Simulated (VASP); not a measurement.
Crystal: Ti.

```
Ti
1.0
     3.00900    0.00000    0.00000
    -1.50450    2.60587    0.00000
     0.00000    0.00000    4.68600
Ti
2
Direct
  0.33333 0.66667 0.25000
  0.66667 0.33333 0.75000
```

This cell differs from its parent crystal: equal xx and yy strain of +2 %.

Base run:

```yaml
Program: VASP 6.6.1
Functional: PBE
Potentials_or_basis: VASP PAW PBE potentials, release 64 (Ti_sv)
Cutoff: 400 eV
k_mesh: 13 × 13 × 7
Occupations: fermi-dirac, width 0.08 eV
Spin: no spin polarisation
```

Its results: band gap on the k mesh zero (bands 12 and 13 overlap by 1.03 eV); pressure -6.3 GPa.

**Question.** The run is repeated on the same cell with these changes: cutoff from 400 eV to 520 eV; further incar settings from ALGO = Normal; EDIFF = 1e-08; NBANDS = 19 to ALGO = Normal; EDIFF = 1e-06; NBANDS = 19. What comes out?

**Answer.** Band gap on the k mesh zero (bands 12 and 13 overlap by 1.03 eV); pressure -5.6 GPa.

Caveats: the cell stands under tension.
